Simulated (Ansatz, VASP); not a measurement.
Two plane-wave programs on SnTe

```
CELL_PARAMETERS angstrom
0.00000 3.15085 3.15085
3.15085 0.00000 3.15085
3.15085 3.15085 0.00000
ATOMIC_POSITIONS crystal
Te 0.50000 0.50000 0.50000
Sn 0.00000 0.00000 0.00000
```

Alike in both runs: task relaxation of cell and atoms; functional r2SCAN; dispersion D3(BJ); k mesh 7 × 7 × 7; occupations fermi-dirac, width 0.05 eV; no spin polarisation.

|  | VASP | Ansatz |
| --- | --- | --- |
| version | VASP 6.6.1 | Ansatz 0.2.0 |
| potentials or method | VASP PAW PBE potentials, release 64 (Te, Sn_d) | Ansatz PAW |
| plane-wave cutoff (eV) | 600 | 500 |
| valence electrons in the cell | 20 | 30 |

```tsv
	VASP	Ansatz	Ansatz less VASP
relaxed volume (Å³/atom)	31.65	31.65	-0.005
relaxed cell length with the largest relative difference (Å)	4.473	4.473	-0.0002
```

VASP's potentials were made for PBE, not for r2SCAN. VASP's potentials hold 20 valence electrons a cell and Ansatz's 30, so a difference there can come from the potentials and not from the codes.

Neither program's run includes spin-orbit coupling. Noted on Ansatz's run: the plane-wave basis is chosen anew once the cell has moved, so the energies of steps on either side of that aren't comparable.
